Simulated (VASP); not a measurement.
Cd2HgTe3:

```
CELL_PARAMETERS angstrom
4.38397 0.00000 0.00000
-2.19199 3.79663 0.00000
0.00000 0.00000 10.73850
ATOMIC_POSITIONS crystal
Cd 0.33333 0.66667 0.66667
Cd 0.66667 0.33333 0.33333
Hg 0.00000 0.00000 0.00000
Te 0.33333 0.66667 0.91667
Te 0.66667 0.33333 0.58333
Te 0.00000 0.00000 0.25000
```

| Item | Value |
| --- | --- |
| Program | VASP 6.6.1 |
| Task | relaxation of cell and atoms |
| Functional | PBE |
| Potentials or basis | VASP PAW PBE potentials, release 64 (Cd, Hg, Te) |
| Cutoff | 600 eV |
| k mesh | 6 × 6 × 2 |
| Occupations | gaussian, width 0.1 eV |
| Spin | no spin polarisation |

At the start: pressure 11.6 GPa; volume 29.79 Å³/atom.

Task: Where does the relaxation end?

Result: Over 3 steps the energy falls by 200.3 meV/atom and the volume is 36.44 Å³/atom (+22.3 %); space group P3m1 (No. 156, to 0.1 Å) before and after.

Step by step:
| step | energy change (eV) | largest force (eV/Å) | pressure (GPa) | volume (Å³) |
| --- | --- | --- | --- | --- |
| 1 | 0.0000 | 0.1549 | 11.65 | 178.74 |
| 2 | -1.0124 | 0.0196 | -2.57 | 240.82 |
| 3 | -1.2018 | 0.0211 | 0.11 | 218.62 |

Final structure:
```yaml
crystal:
  lattice:
    - [4.68924, 0.00000, 0.00000]
    - [-2.34462, 4.06100, 0.00000]
    - [0.00000, 0.00000, 11.48043]
  atoms:
    - { symbol: Cd, position: [0.33333, 0.66667, 0.66669] }
    - { symbol: Cd, position: [0.66667, 0.33333, 0.33327] }
    - { symbol: Hg, position: [0.00000, 0.00000, 0.99998] }
    - { symbol: Te, position: [0.33333, 0.66667, 0.91619] }
    - { symbol: Te, position: [0.66667, 0.33333, 0.58339] }
    - { symbol: Te, position: [0.00000, 0.00000, 0.25048] }
```

Caveat: the volume moved by over 15 % at a fixed basis, so the end points are rough.
